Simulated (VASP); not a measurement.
Here is a VASP 6.6.1 calculation.

Contents of INCAR:

```
SYSTEM = NaMg2Si2
PREC = Accurate
ENCUT = 520
EDIFF = 1E-6
ISMEAR = 0
SIGMA = 0.1
LREAL = .FALSE.
LASPH = .TRUE.
NELM = 100
ALGO = Normal
ISIF = 2
LWAVE = .FALSE.
LCHARG = .FALSE.
GGA = PE
NBANDS = 18
```

Contents of KPOINTS:

```
Automatic mesh
0
G
  8 8 8
  0 0 0
```

File POSCAR:

```
NaMg2Si2
1.0
    2.7503611520     -5.2221293288      0.0000000000
    2.7503611520      5.2221293288      0.0000000000
    0.0000000000      0.0000000000      5.7781101289
Na Mg Si
1 2 2
Direct
    0.5000000000      0.5000000000      0.5000000000
    0.7507887245      0.2492112755      0.0000000000
    0.2492112755      0.7507887245      0.0000000000
    0.5000000000      0.5000000000      0.0000000000
    0.0000000000      0.0000000000      0.0000000000
```

Potentials or basis: VASP PAW PBE potentials, release 64 (Na_pv, Mg, Si).

The run is started by

```sh
$ cat potpaw_PBE.64/Na_pv/POTCAR potpaw_PBE.64/Mg/POTCAR potpaw_PBE.64/Si/POTCAR > POTCAR
$ mpirun -np 1 vasp_std > vasp.out
```

Estimate the pressure.

0.0 GPa.
